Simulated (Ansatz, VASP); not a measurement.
# Two plane-wave programs on ZrB

```
CELL_PARAMETERS angstrom
0.00000 2.32500 2.32500
2.32500 0.00000 2.32500
2.32500 2.32500 0.00000
ATOMIC_POSITIONS crystal
Zr 0.00000 0.00000 0.00000
B 0.50000 0.50000 0.50000
```

Alike in both runs: task relaxation of cell and atoms; functional LDA; k mesh 8 × 8 × 8; occupations gaussian, width 0.1 eV; no spin polarisation.

```csv
,VASP,Ansatz
version,VASP 6.6.1,Ansatz 0.2.0
potentials or method,"VASP PAW LDA potentials, release 64 (Zr_sv, B), cutoff 500 eV","scalar-relativistic, plane waves, PAW"
valence electrons in the cell,15,15
```

|  | VASP | Ansatz | Ansatz less VASP |
| --- | --- | --- | --- |
| gap on the k mesh at the Fermi level, each at its own relaxed structure (eV) | none | none | - |
| relaxed volume (Å³/atom) | 14.14 | 14.10 | -0.042 |
| relaxed cell length with the largest relative difference (Å) | 3.420 | 3.416 | -0.0034 |

LDA's correlation is that of Perdew and Zunger in VASP and of Perdew and Wang (1992) in Ansatz. A gap of «none» marks a metal or a gap that the smearing closes.
